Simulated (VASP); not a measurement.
RhO, 2 atoms in the cell. The typed cell holds 2 atoms: a = 2.760 Å, b = 2.760 Å, c = 2.760 Å, α = 90.00°, β = 90.00°, γ = 90.00°. 

* Program: VASP 6.6.1
* Task: single point
* Functional: PBE
* Potentials or basis: VASP PAW PBE potentials, release 64 (Rh_pv, O)
* Cutoff: 520 eV
* k mesh: 22 × 22 × 16
* Occupations: gaussian, width 0.1 eV
* Spin: no spin polarisation
* Dipole correction: no
* Further INCAR settings: ALGO = Normal; EDIFF = 1e-07; NBANDS = 18

Potentials or basis: VASP PAW PBE potentials, release 64 (Rh_pv, O).

The run is started by

```sh
$ cat potpaw_PBE.64/Rh_pv/POTCAR potpaw_PBE.64/O/POTCAR > POTCAR
$ mpirun -np 1 vasp_std > vasp.out
```

Hardware: 1 thread of Intel(R) Xeon(R) Platinum 8259CL CPU @ 2.50GHz (Skylake/Cascade Lake) (shared host).

Question: Estimate the wall time of this run.

Answer: Wall time 2.7 min on 1 thread of Intel(R) Xeon(R) Platinum 8259CL CPU @ 2.50GHz (Skylake/Cascade Lake), with other jobs on the host, peak memory 0.35 GiB. Counts: scf iterations 15, k points 702.
